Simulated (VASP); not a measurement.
# SiC: single point with r2SCAN

SiC:

```
CELL_PARAMETERS angstrom
2.17400 -2.17400 0.00000
2.17400 0.00000 -2.17400
8.91340 8.47860 8.69600
ATOMIC_POSITIONS crystal
Si 0.66042 0.66667 0.06247
Si 0.91042 0.00000 0.89580
Si 0.31042 0.33333 0.22913
Si 0.61042 0.66667 0.56247
Si 0.96042 0.00000 0.39580
Si 0.26042 0.33333 0.72913
C 0.62292 0.66667 0.43747
C 0.97292 0.00000 0.27080
C 0.27292 0.33333 0.60413
C 0.57292 0.66667 0.93747
C 0.92292 0.00000 0.77080
C 0.32292 0.33333 0.10413
```

This cell differs from its parent crystal: the part above a cut slid along it.

```json
{"Program": "VASP 6.6.1", "Task": "single point", "Functional": "r2SCAN", "Potentials or basis": "VASP PAW PBE potentials, release 64 (Si, C)", "Cutoff": "520 eV", "k mesh": "10 × 10 × 2", "Occupations": "gaussian, width 0.05 eV", "Spin": "no spin polarisation"}
```

```
Pressure               : 1.0 GPa
Largest force          : 0.920 eV/Å
Band gap on the k mesh : 1.47 eV (least direct gap 2.52 eV)
```

Forces in eV/Å, atoms in the order of the input:
```
Si  -0.731  0.553 -0.078
Si   0.013 -0.039 -0.071
Si  -0.041  0.063  0.029
Si   0.005  0.010  0.008
Si   0.000  0.016  0.009
Si  -0.003  0.018  0.008
C   -0.007 -0.008 -0.008
C   -0.017  0.004 -0.007
C    0.002 -0.018 -0.008
C    0.732 -0.537  0.053
C    0.063 -0.086 -0.012
C   -0.016  0.024  0.077
```

Stress tensor (GPa, compression positive):
```
-1.59  0.12 -1.74
 0.12  3.07  1.89
-1.74  1.89  1.52
```

Levels at points of the mesh, in eV from the valence-band top:
```csv
k point,band 20,band 21,band 22,band 23,band 24,band 25,band 26,band 27,band 28,band 29
"(0.00, 0.00, 0.00)",-0.48,-0.46,-0.22,-0.15,0.00,5.86,6.09,6.16,6.58,6.80
"(0.50, 0.00, 0.00)",-2.83,-2.00,-1.99,-1.30,-1.05,1.47,2.95,2.99,4.51,5.19
"(0.50, 0.50, 0.00)",-3.02,-2.01,-1.98,-1.39,-1.24,1.64,2.99,3.04,4.82,5.10
"(0.00, 0.50, 0.00)",-2.94,-2.03,-1.97,-1.38,-1.09,1.58,2.99,3.03,4.71,5.13
"(0.00, 0.00, 0.50)",-0.69,-0.32,-0.25,-0.24,-0.15,5.89,5.97,6.36,6.47,6.81
"(0.50, 0.00, 0.50)",-2.57,-1.78,-1.65,-1.47,-1.36,1.92,2.04,4.02,4.07,4.84
"(0.50, 0.50, 0.50)",-2.56,-2.03,-1.84,-1.49,-1.46,2.08,2.14,4.00,4.06,5.23
"(0.00, 0.50, 0.50)",-2.55,-1.88,-1.81,-1.47,-1.36,2.06,2.08,4.02,4.08,5.19
```

Run time: 30 min on 1 thread of Intel Xeon 8259CL, on a shared host, peak memory 0.47 GiB.

Caveat: the cell differs from its parent crystal (the part above a cut slid along it); the PAW data sets were made with another functional, which shifts forces and pressure a little. A k mesh can miss the band edges.
